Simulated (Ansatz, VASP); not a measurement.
**One calculation of InSb3, two programs**

```xyz
12
Lattice="0.0000 -4.7282 0.0000 0.0000 0.0000 -4.7282 14.6847 0.0000 0.0000" Properties=species:S:1:pos:R:3 pbc="T T T"
In   13.0024   -4.7282   -4.7282
In    3.5459   -4.7282   -4.7282
In    8.2742   -4.7282   -4.7282
Sb    1.1818    0.0000   -2.3641
Sb    5.9101    0.0000   -2.3641
Sb   10.6383    0.0000   -2.3641
Sb    3.5459   -2.3641   -2.3641
Sb    8.2742   -2.3641   -2.3641
Sb   13.0024   -2.3641   -2.3641
Sb    1.1818   -2.3641    0.0000
Sb    5.9101   -2.3641    0.0000
Sb   10.6383   -2.3641    0.0000
```

Alike in both runs: task single point; functional PBEsol; k mesh 10 × 10 × 4; occupations gaussian, width 0.15 eV; no spin polarisation.

|  | VASP | Ansatz |
| --- | --- | --- |
| version | VASP 6.6.1 | Ansatz 0.2.0 |
| potentials or method | VASP PAW PBE potentials, release 64 (In_d, Sb), cutoff 520 eV | scalar-relativistic, plane waves, PAW |
| valence electrons in the cell | 84 | 174 |

VASP gave:

* gap on the k mesh at the Fermi level (eV): none
* pressure (GPa): -1.4
* traceless stress, the component that is largest in VASP (GPa): -0.13
* rms of the force components (eV/Å): 0.097

Problem. Which values does Ansatz return?

Solution. gap on the k mesh at the Fermi level (eV): none; pressure (GPa): -1.4; traceless stress, the component that is largest in VASP (GPa): -0.12; rms of the force components (eV/Å): 0.096.

VASP's potentials were made for PBE, not for PBEsol. Atom by atom the forces differ by 0.001 eV/Å (rms over components). A gap of «none» marks a metal or a gap that the smearing closes. VASP's potentials hold 84 valence electrons a cell and Ansatz's 174, so a difference there can come from the potentials and not from the codes.

Spin-orbit coupling is off throughout.
